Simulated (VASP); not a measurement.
A run of VASP 6.6.1:

The input INCAR:

```
SYSTEM = AlCo
PREC     = Accurate       ! precision mode
ENCUT    = 520            ! plane-wave cutoff, eV
EDIFF    = 1E-7           ! SCF threshold, eV
ISMEAR   = 0              ! smearing method
SIGMA    = 0.1            ! smearing width, eV
LREAL    = .FALSE.        ! projectors in reciprocal space
LASPH    = .TRUE.         ! aspherical terms in the spheres
NELM     = 60             ! most SCF steps
ALGO     = Fast           ! electronic algorithm
ISIF     = 2              ! what is computed and relaxed
LWAVE    = .FALSE.        ! write WAVECAR
LCHARG   = .FALSE.        ! write CHGCAR
GGA      = PE             ! functional
NBANDS   = 13             ! bands
```

KPOINTS

```
Automatic mesh
0
G
  18 18 18
  0 0 0
```

POSCAR

```
AlCo
1.0
    2.9089404576      0.0000000000      0.0000000000
    0.0000000000      2.8343873071      0.0000000000
    0.0000000000      0.0000000000      2.8343873071
Al Co
1 1
Direct
    0.0000000000      0.0000000000      0.0000000000
    0.5000000000      0.5000000000      0.5000000000
```

Potentials or basis: VASP PAW PBE potentials, release 64 (Al, Co).

Launch:

```bash
$ cat potpaw_PBE.64/Al/POTCAR potpaw_PBE.64/Co/POTCAR > POTCAR
$ mpirun -np 1 vasp_std > vasp.out
```

Hardware: 1 thread of AMD EPYC 9R45 (Zen 5), with other jobs on the host.

How long does it take, and how much memory?

It took 3.8 min on 1 thread of AMD EPYC 9R45 (Zen 5) (shared host), peak memory 0.26 GiB. Counts: scf iterations 17, k points 550.
